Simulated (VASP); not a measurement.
# TiSiTe4 (F-43m) in VASP: further runs

Runs on TiSiTe4. Level: PBE. Tasks: single point.

All numbers are computed with VASP 6.6.1; they aren't measurements. Logs are shortened: lines on timing, memory, paths and dates and some standing lists are left out, and cuts for length are marked.

### Step 1. The cell of the first run

Symmetry: F-43m, No. 216, cubic system. The conventional cell has a = 8.795 Å, b = 8.795 Å, c = 8.795 Å, α = 90.00°, β = 90.00°, γ = 90.00°. Ti (site symmetry -43m) has 12 Te at 3.64 Å and 4 Si at 3.81 Å within 4.8 Å. Si (site symmetry -43m) has 12 Te at 3.65 Å and 4 Ti at 3.81 Å within 4.8 Å. Within 4.1 Å of Te (site symmetry 3m) lie 6 Te at 3.09 to 3.12 Å and 3 Ti at 3.64 Å and 3 Si at 3.65 Å.

The cell was built from a structure type or drawn by symmetry, and may not be a known phase.

### Step 2. Single point, PBE, collinear spin

File INCAR:

```
PREC = Accurate
ENCUT = 520
EDIFF = 1E-6
ISMEAR = 0
SIGMA = 0.1
LREAL = False
LASPH = True
NELM = 150
ALGO = Normal
ISIF = 2
LWAVE = False
LCHARG = False
ISPIN = 2
MAGMOM = 1 0 0 0 0 0
LORBIT = 11
LMAXMIX = 4
GGA = PE
NBANDS = 33
```

File KPOINTS:

```
Automatic mesh
0
Gamma
  4 4 4
```

File POSCAR:

```
TiSiTe4
1.0
    0.0000000000      4.3974706832      4.3974706832
    4.3974706832      0.0000000000      4.3974706832
    4.3974706832      4.3974706832      0.0000000000
Ti Si Te
1 1 4
Direct
    0.2500000000      0.2500000000      0.2500000000
    0.0000000000      0.0000000000      0.0000000000
    0.6243811843      0.6243811843      0.6243811843
    0.6243811843      0.6243811843      0.1268564470
    0.6243811843      0.1268564470      0.6243811843
    0.1268564470      0.6243811843      0.6243811843
```

Potentials or basis: VASP PAW PBE potentials, release 64 (Ti_sv, Si, Te).

On the command line:

```
$ cat potpaw_PBE.64/Ti_sv/POTCAR potpaw_PBE.64/Si/POTCAR potpaw_PBE.64/Te/POTCAR > POTCAR
$ mpirun -np 1 vasp_std > vasp.out
```

OUTCAR:

```text
PREC = Accurate
   ENCUT = 520
   EDIFF = 1E-6
   ISMEAR = 0
   LREAL = False
   LASPH = True
   NELM = 150
   ISIF = 2
   ISPIN = 2
   LORBIT = 11
   GGA = PE

 ion  position               nearest neighbor table
   1  0.250  0.250  0.250-
   2  0.000  0.000  0.000-
   3  0.624  0.624  0.624-   4 3.09   5 3.09   6 3.09   6 3.12   5 3.12   4 3.12
   4  0.624  0.624  0.127-   3 3.09   5 3.09   6 3.09   5 3.12   6 3.12   3 3.12
   5  0.624  0.127  0.624-   3 3.09   4 3.09   6 3.09   6 3.12   4 3.12   3 3.12
   6  0.127  0.624  0.624-   3 3.09   4 3.09   5 3.09   5 3.12   4 3.12   3 3.12

  LATTYP: Found a face centered cubic cell.
 ALAT       =     8.7949413664

  Lattice vectors:

 A1 = (   0.0000000000,   4.3974706832,   4.3974706832)
 A2 = (   4.3974706832,   0.0000000000,   4.3974706832)
 A3 = (   4.3974706832,   4.3974706832,   0.0000000000)

Analysis of symmetry for initial positions (statically):
=====================================================================
 Subroutine PRICEL returns:
 Original cell was already a primitive cell.

 Routine SETGRP: Setting up the symmetry group for a
 face centered cubic supercell.

 Subroutine GETGRP returns: Found 24 space group operations
 (whereof 24 operations were pure point group operations)
 out of a pool of 48 trial point group operations.

The static configuration has the point symmetry T_d .

Analysis of symmetry for dynamics (positions and initial velocities):
=====================================================================
 Subroutine PRICEL returns:
 Original cell was already a primitive cell.

 Routine SETGRP: Setting up the symmetry group for a
 face centered cubic supercell.

 Subroutine GETGRP returns: Found 24 space group operations
 (whereof 24 operations were pure point group operations)
 out of a pool of 48 trial point group operations.

The dynamic configuration has the point symmetry T_d .

Analysis of structural, dynamic, and magnetic symmetry:
=====================================================================
 Subroutine PRICEL returns:
 Original cell was already a primitive cell.

 Routine SETGRP: Setting up the symmetry group for a
 face centered cubic supercell.

 Subroutine GETGRP returns: Found 24 space group operations
 (whereof 24 operations were pure point group operations)
 out of a pool of 48 trial point group operations.

The overall configuration has the point symmetry T_d .

 Subroutine INISYM returns: Found 24 space group operations
 (whereof 24 operations are pure point group operations),
[... 121 lines left out ...]
  volume of cell :      170.07
 maximum number of plane-waves:      4621
 NGX is ok and might be reduce to    48
   NGX = 23   NGY = 23   NGZ = 23

 number of electron      39.9999995 magnetization       0.0130156

 Free energy of the ion-electron system (eV)
  ---------------------------------------------------
  ext. energy  EPLUGINS =         0.00000000
  ---------------------------------------------------
  free energy    TOTEN  =       -19.78903423 eV

  energy without entropy =      -19.73593650  energy(sigma->0) =      -19.76248537

 E-fermi :   7.0512     XC(G=0):  -9.6617

 val. band max:        7.0465241292   @ k =  -0.2500   0.5000   0.2500
 cond. band min:       7.0759272485   @ k =   0.5000   0.2500   0.0000
 fundamental gap:      0.0294031194
 Fermi energy:         7.0511791494

 spin component 1

 k-point     1 :       0.0000    0.0000    0.0000
  band No.  band energies     occupation
      1     -50.9242      1.00000
      2     -27.1827      1.00000
      3     -27.1827      1.00000
      4     -27.1827      1.00000
      5      -7.3824      1.00000
      6      -3.5674      1.00000
[... 269 lines left out ...]
     31      10.4805      0.00000
     32      11.8793      0.00000
 Fermi energy:         7.0511791494

 spin component 2

 k-point     1 :       0.0000    0.0000    0.0000
  band No.  band energies     occupation
      1     -50.9214      1.00000
      2     -27.1799      1.00000
      3     -27.1799      1.00000
      4     -27.1799      1.00000
      5      -7.3821      1.00000
      6      -3.5666      1.00000
[... 269 lines left out ...]
     31      10.4803      0.00000
     32      11.8795      0.00000
 [bands above 32 left out]

------------------------ aborting loop because EDIFF is reached ----------------------------------------

  FORCE on cell =-STRESS in cart. coord.  units (eV):
  Direction    XX          YY          ZZ          XY          YZ          ZX
  --------------------------------------------------------------------------------------
  -------------------------------------------------------------------------------------
  Total       -0.4042524     -0.4042524     -0.4042524     -0.0000000     -0.0000000     -0.0000000
  in kB       -3.8082398     -3.8082398     -3.8082398     -0.0000000     -0.0000000     -0.0000000
  external PRESSURE =      -3.8082398 kB  Pullay stress =       0.0000000 kB

 VOLUME and BASIS-vectors are now :
 -----------------------------------------------------------------------------
  energy-cutoff  :      520.00
  volume of cell :      170.07
      direct lattice vectors                 reciprocal lattice vectors
     0.000000000  4.397470683  4.397470683    -0.113701724  0.113701724  0.113701724
     4.397470683  0.000000000  4.397470683     0.113701724 -0.113701724  0.113701724
     4.397470683  4.397470683  0.000000000     0.113701724  0.113701724 -0.113701724

 POSITION                                       TOTAL-FORCE (eV/Angst)
 -----------------------------------------------------------------------------------
      2.19874      2.19874      2.19874        -0.000000     -0.000000     -0.000000
      0.00000      0.00000      0.00000        -0.000000     -0.000000     -0.000000
      5.49140      5.49140      5.49140         0.003649      0.003649      0.003649
      3.30355      3.30355      5.49140        -0.003649     -0.003649      0.003649
      3.30355      5.49140      3.30355        -0.003649      0.003649     -0.003649
      5.49140      3.30355      3.30355         0.003649     -0.003649     -0.003649
 -----------------------------------------------------------------------------------
    total drift:                                0.000000      0.000000      0.000000

  FREE ENERGIE OF THE ION-ELECTRON SYSTEM (eV)
  ---------------------------------------------------
  free  energy   TOTEN  =       -19.7890342279 eV

  energy  without entropy=      -19.7359365041  energy(sigma->0) =      -19.76248537

 total charge

# of ion       s       p       d       tot
------------------------------------------
    1        2.112   5.966   1.874   9.952
    2        0.938   0.531   0.000   1.469
    3        1.455   1.769   0.068   3.292
    4        1.455   1.769   0.068   3.292
    5        1.455   1.769   0.068   3.292
    6        1.455   1.769   0.068   3.292
--------------------------------------------------
tot          8.870  13.574   2.146  24.589

 magnetization (x)

# of ion       s       p       d       tot
------------------------------------------
    1        0.000   0.000   0.010   0.010
    2        0.000   0.001   0.000   0.001
    3       -0.000   0.001  -0.000   0.001
    4       -0.000   0.001  -0.000   0.001
    5       -0.000   0.001  -0.000   0.001
    6       -0.000   0.001  -0.000   0.001
--------------------------------------------------
tot          0.000   0.005   0.010   0.015
```

OSZICAR:

```text
N       E                     dE             d eps       ncg     rms          rms(c)
DAV:   1     0.263491354655E+03    0.26349E+03   -0.15991E+04  1056   0.104E+03
[... 18 lines left out ...]
DAV:  20    -0.197891006531E+02    0.26641E-02   -0.11647E-02  1196   0.202E-01    0.141E-01
DAV:  21    -0.197890050178E+02    0.95635E-04   -0.37061E-04  1337   0.622E-02    0.610E-02
DAV:  22    -0.197890597243E+02   -0.54706E-04   -0.30799E-04  1234   0.331E-02    0.888E-02
DAV:  23    -0.197890287504E+02    0.30974E-04   -0.15691E-04  1169   0.297E-02    0.434E-02
DAV:  24    -0.197890302503E+02   -0.14999E-05   -0.18788E-06   828   0.653E-03    0.463E-02
DAV:  25    -0.197890351793E+02   -0.49290E-05   -0.46311E-06   600   0.492E-03    0.467E-02
DAV:  26    -0.197890342279E+02    0.95137E-06   -0.15601E-07   528   0.186E-03
   1 F= -.19789034E+02 E0= -.19762485E+02  d E =-.530977E-01  mag=     0.0158
```

stdout:

```text
POSCAR found type information on POSCAR TiSiTe
 POSCAR found :  3 types and       6 ions
 scaLAPACK will be used
 LDA part: xc-table for (Slater+PW92), standard interpolation
 POSCAR, INCAR and KPOINTS ok, starting setup
 FFT: planning ... GRIDC
 FFT: planning ... GRID_SOFT
 FFT: planning ... GRID
 WAVECAR not read
 entering main loop
```

It took 2.4 min on 1 thread of Intel Xeon Platinum 8488C (Sapphire Rapids), shared host; peak memory 0.44 GiB.

What came out:

| Quantity | Value |
| --- | --- |
| Free energy | -19.7890 eV |
| Pressure | -0.4 GPa |
| Largest force | 0.006 eV/Å |
| Band gap on the k mesh | zero (filled and empty bands overlap) |
| Net moment | 0.01 μB per cell |
| Valence electrons inside the program's atomic spheres | Ti 9.95; Si 1.47; Te 3.29 |

Forces on the atoms (eV/Å):
```
Ti   0.000  0.000  0.000
Si   0.000  0.000  0.000
Te   0.004  0.004  0.004
Te  -0.004 -0.004  0.004
Te  -0.004  0.004 -0.004
Te   0.004 -0.004 -0.004
```

Caveat: spin-orbit coupling is left out, which moves the levels of the heavy elements.

### Step 3. Single point, PBE, collinear spin

This run uses another cell than the first one, of 28.41 Å³/atom.

File INCAR:

```
SYSTEM = TiSiTe4
PREC = Accurate
ENCUT = 520
EDIFF = 1E-6
ISMEAR = 0
SIGMA = 0.1
LREAL = .FALSE.
LASPH = .TRUE.
NELM = 150
ALGO = Normal
ISIF = 2
LWAVE = .FALSE.
LCHARG = .FALSE.
ISPIN = 2
MAGMOM = 2.07 0 0 0 0 0
LORBIT = 11
LMAXMIX = 4
GGA = PE
NBANDS = 33
```

File KPOINTS:

```
Automatic mesh
0
G
  8 8 8
  0 0 0
```

File POSCAR:

```
TiSiTe4
1.0
    0.0000000000      4.4009077473      4.4009077473
    4.4009077473      0.0000000000      4.4009077473
    4.4009077473      4.4009077473      0.0000000000
Ti Si Te
1 1 4
Direct
    0.2500000000      0.2500000000      0.2500000000
    0.0000000000      0.0000000000      0.0000000000
    0.6247103793      0.6247103793      0.6247103793
    0.6247103793      0.6247103793      0.1258688620
    0.6247103793      0.1258688620      0.6247103793
    0.1258688620      0.6247103793      0.6247103793
```

Potentials or basis: VASP PAW PBE potentials, release 64 (Ti_sv, Si, Te).

On the command line:

```
$ cat potpaw_PBE.64/Ti_sv/POTCAR potpaw_PBE.64/Si/POTCAR potpaw_PBE.64/Te/POTCAR > POTCAR
$ mpirun -np 1 vasp_std > vasp.out
```

Run time: 12 min. Hardware: 1 thread of Intel Xeon Platinum 8488C (Sapphire Rapids), shared host; peak memory 0.56 GiB.

It converged, with:

* Free energy: -20.1500 eV
* Pressure: -1.1 GPa
* Largest force: 0.012 eV/Å
* Band gap on the k mesh: zero (filled and empty bands overlap)
* Net moment: 0.01 μB per cell
* Valence electrons inside the program's atomic spheres: Ti 9.94; Si 1.47; Te 3.29

Forces in eV/Å, atoms in the order of the input:
```
Ti   0.000  0.000  0.000
Si   0.000  0.000  0.000
Te   0.007  0.007  0.007
Te  -0.007 -0.007  0.007
Te  -0.007  0.007 -0.007
Te   0.007 -0.007 -0.007
```

Levels at points of the mesh, in eV from the Fermi level:
Spin up:
| k point | band 18 | band 19 | band 20 | band 21 | band 22 | band 23 |
| --- | --- | --- | --- | --- | --- | --- |
| (0.00, 0.00, 0.00) | -0.79 | 0.13 | 0.47 | 0.47 | 0.47 | 0.57 |
| (0.50, 0.00, 0.00) | -2.32 | -0.19 | 0.07 | 0.07 | 0.15 | 0.49 |
| (0.50, 0.50, 0.00) | -2.02 | -1.91 | -0.26 | -0.26 | -0.18 | 0.30 |
Spin down:
| k point | band 18 | band 19 | band 20 | band 21 | band 22 | band 23 |
| --- | --- | --- | --- | --- | --- | --- |
| (0.00, 0.00, 0.00) | -0.79 | 0.13 | 0.45 | 0.45 | 0.45 | 0.60 |
| (0.50, 0.00, 0.00) | -2.32 | -0.18 | 0.09 | 0.09 | 0.13 | 0.49 |
| (0.50, 0.50, 0.00) | -2.02 | -1.91 | -0.27 | -0.27 | -0.16 | 0.28 |

Caveat: spin-orbit coupling is left out, which moves the levels of the heavy elements.

### Step 4. Single point, PBE

This run uses another cell than the first one, of 25.22 Å³/atom.

File INCAR:

```
PREC     = Accurate       # precision mode
ENCUT    = 520            # plane-wave cutoff, eV
EDIFF    = 1E-7           # SCF threshold, eV
ISMEAR   = 0              # smearing method
SIGMA    = 0.1            # smearing width, eV
LREAL    = F              # projectors in reciprocal space
LASPH    = T              # aspherical terms in the spheres
NELM     = 60             # most SCF steps
ALGO     = Normal         # electronic algorithm
ISIF     = 2              # what is computed and relaxed
LWAVE    = F              # write WAVECAR
LCHARG   = F              # write CHGCAR
GGA      = PE             # functional
NBANDS   = 29             # bands
```

File KPOINTS:

```
regular mesh
0
Gamma
  4 4 4
```

File POSCAR:

```
TiSiTe4
1.0
    0.0000000000      4.2293017700      4.2293017700
    4.2293017700      0.0000000000      4.2293017700
    4.2293017700      4.2293017700      0.0000000000
Ti Si Te
1 1 4
Direct
    0.7500000000      0.7500000000      0.7500000000
    0.0000000000      0.0000000000      0.0000000000
    0.3759208700      0.3759208700      0.8722373800
    0.8722373800      0.3759208700      0.3759208700
    0.3759208700      0.3759208700      0.3759208700
    0.3759208700      0.8722373800      0.3759208700
```

Potentials or basis: VASP PAW PBE potentials, release 64 (Ti_sv, Si, Te).

On the command line:

```
$ cat potpaw_PBE.64/Ti_sv/POTCAR potpaw_PBE.64/Si/POTCAR potpaw_PBE.64/Te/POTCAR > POTCAR
$ mpirun -np 1 vasp_std > vasp.out
```

OUTCAR:

```text
PREC = Accurate
   ENCUT = 520
   EDIFF = 1E-7
   ISMEAR = 0
   LREAL = F
   LASPH = T
   NELM = 60
   ISIF = 2
   GGA = PE

 ion  position               nearest neighbor table
   1  0.750  0.750  0.750-
   2  0.000  0.000  0.000-
   3  0.376  0.376  0.872-   4 2.97   5 2.97   6 2.97   5 3.01   6 3.01   4 3.01
   4  0.872  0.376  0.376-   3 2.97   5 2.97   6 2.97   5 3.01   3 3.01   6 3.01
   5  0.376  0.376  0.376-   3 2.97   4 2.97   6 2.97   3 3.01   6 3.01   4 3.01
   6  0.376  0.872  0.376-   3 2.97   4 2.97   5 2.97   3 3.01   5 3.01   4 3.01

  LATTYP: Found a face centered cubic cell.
 ALAT       =     8.4586035400

  Lattice vectors:

 A1 = (   0.0000000000,   4.2293017700,   4.2293017700)
 A2 = (   4.2293017700,   0.0000000000,   4.2293017700)
 A3 = (   4.2293017700,   4.2293017700,   0.0000000000)

Analysis of symmetry for initial positions (statically):
=====================================================================
 Subroutine PRICEL returns:
 Original cell was already a primitive cell.

[... 162 lines left out ...]

 val. band max:        8.5065479664   @ k =  -0.2500   0.5000   0.2500
 cond. band min:       8.5245133223   @ k =   0.5000   0.2500   0.0000
 fundamental gap:      0.0179653559
 Fermi energy:         8.5088512188

 k-point     1 :       0.0000    0.0000    0.0000
  band No.  band energies     occupation
      1     -49.3294      2.00000
      2     -25.5925      2.00000
      3     -25.5925      2.00000
      4     -25.5925      2.00000
      5      -6.9170      2.00000
      6      -2.3003      2.00000
[... 245 lines left out ...]
     28       9.9332      0.00000
     29      10.0802      0.00000

------------------------ aborting loop because EDIFF is reached ----------------------------------------

  FORCE on cell =-STRESS in cart. coord.  units (eV):
  Direction    XX          YY          ZZ          XY          YZ          ZX
  --------------------------------------------------------------------------------------
  -------------------------------------------------------------------------------------
  Total        6.3460430      6.3460430      6.3460430      0.0000000     -0.0000000      0.0000000
  in kB       67.2012844     67.2012844     67.2012844      0.0000000     -0.0000000      0.0000000
  external PRESSURE =      67.2012844 kB  Pullay stress =       0.0000000 kB

 VOLUME and BASIS-vectors are now :
 -----------------------------------------------------------------------------
  energy-cutoff  :      520.00
  volume of cell :      151.30
      direct lattice vectors                 reciprocal lattice vectors
     0.000000000  4.229301770  4.229301770    -0.118222824  0.118222824  0.118222824
     4.229301770  0.000000000  4.229301770     0.118222824 -0.118222824  0.118222824
     4.229301770  4.229301770  0.000000000     0.118222824  0.118222824 -0.118222824

 POSITION                                       TOTAL-FORCE (eV/Angst)
 -----------------------------------------------------------------------------------
      6.34395      6.34395      6.34395         0.000000      0.000000      0.000000
      0.00000      0.00000      0.00000         0.000000      0.000000      0.000000
      5.27884      5.27884      3.17977         0.111024      0.111024     -0.111024
      3.17977      5.27884      5.27884        -0.111024      0.111024      0.111024
      3.17977      3.17977      3.17977        -0.111024     -0.111024     -0.111024
      5.27884      3.17977      5.27884         0.111024     -0.111024      0.111024
 -----------------------------------------------------------------------------------
    total drift:                                0.000024      0.000024      0.000024

  FREE ENERGIE OF THE ION-ELECTRON SYSTEM (eV)
  ---------------------------------------------------
  free  energy   TOTEN  =       -19.4517877614 eV

  energy  without entropy=      -19.3960861514  energy(sigma->0) =      -19.42393696
```

OSZICAR:

```text
N       E                     dE             d eps       ncg     rms          rms(c)
DAV:   1     0.283499187483E+03    0.28350E+03   -0.16687E+04   464   0.122E+03
DAV:   2     0.102041990228E+02   -0.27329E+03   -0.26335E+03   505   0.290E+02
DAV:   3    -0.203462683961E+02   -0.30550E+02   -0.29686E+02   747   0.851E+01
[... 12 lines left out ...]
DAV:  16    -0.194518034495E+02   -0.19900E-04   -0.34804E-04   670   0.652E-02    0.754E-02
DAV:  17    -0.194517872489E+02    0.16201E-04   -0.11653E-04   546   0.477E-02    0.896E-03
DAV:  18    -0.194517889498E+02   -0.17009E-05   -0.35892E-06   635   0.666E-03    0.208E-02
DAV:  19    -0.194517877852E+02    0.11646E-05   -0.12350E-05   625   0.105E-02    0.684E-03
DAV:  20    -0.194517877614E+02    0.23804E-07   -0.91268E-07   485   0.415E-03
   1 F= -.19451788E+02 E0= -.19423937E+02  d E =-.557016E-01
```

stdout:

```text
POSCAR found type information on POSCAR TiSiTe
 POSCAR found :  3 types and       6 ions
 scaLAPACK will be used
 LDA part: xc-table for (Slater+PW92), standard interpolation
 POSCAR, INCAR and KPOINTS ok, starting setup
 FFT: planning ... GRIDC
 FFT: planning ... GRID_SOFT
 FFT: planning ... GRID
 WAVECAR not read
 entering main loop
```

Run time: 70 s. Hardware: 1 thread of AMD EPYC 7R13 (Zen 3), shared host; peak memory 0.28 GiB.

What came out:

```
Free energy            : -19.4518 eV
Pressure               : 6.7 GPa
Largest force          : 0.192 eV/Å
Band gap on the k mesh : zero (bands 20 and 21 overlap by 0.92 eV)
```

Forces in eV/Å, atoms in the order of the input:
```
Ti   0.000  0.000  0.000
Si   0.000  0.000  0.000
Te   0.111  0.111 -0.111
Te  -0.111  0.111  0.111
Te  -0.111 -0.111 -0.111
Te   0.111 -0.111  0.111
```

Caveat: the cell stands under pressure; spin-orbit coupling is left out, which moves the levels of the heavy elements.

### Step 5. The runs side by side

| spin | cell | k mesh | gap on the mesh (eV) | pressure (GPa) | moment (μB) | largest force (eV/Å) |
| --- | --- | --- | --- | --- | --- | --- |
| collinear | a = 6.219 Å, angles 60.0°, 6 atoms | 4 × 4 × 4 | none | -0.4 | 0.01 | 0.01 |
| collinear | a = 6.224 Å, angles 60.0°, 6 atoms | 8 × 8 × 8 | none | -1.1 | 0.01 | 0.01 |
| off | a = 5.981 Å, angles 60.0°, 6 atoms | 4 × 4 × 4 | none | 6.7 | - | 0.19 |

Alike in all rows: task single point; level PBE; potentials or basis VASP PAW PBE potentials, release 64 (Ti_sv, Si, Te); cutoff (eV) 520; smearing gaussian 0.1 eV.

Caveats: spin-orbit coupling is left out, which moves the levels of the heavy elements; the cell stands under pressure (at least some runs).

Total energies depend on the potentials used, so only differences within one code and one set of settings carry meaning.
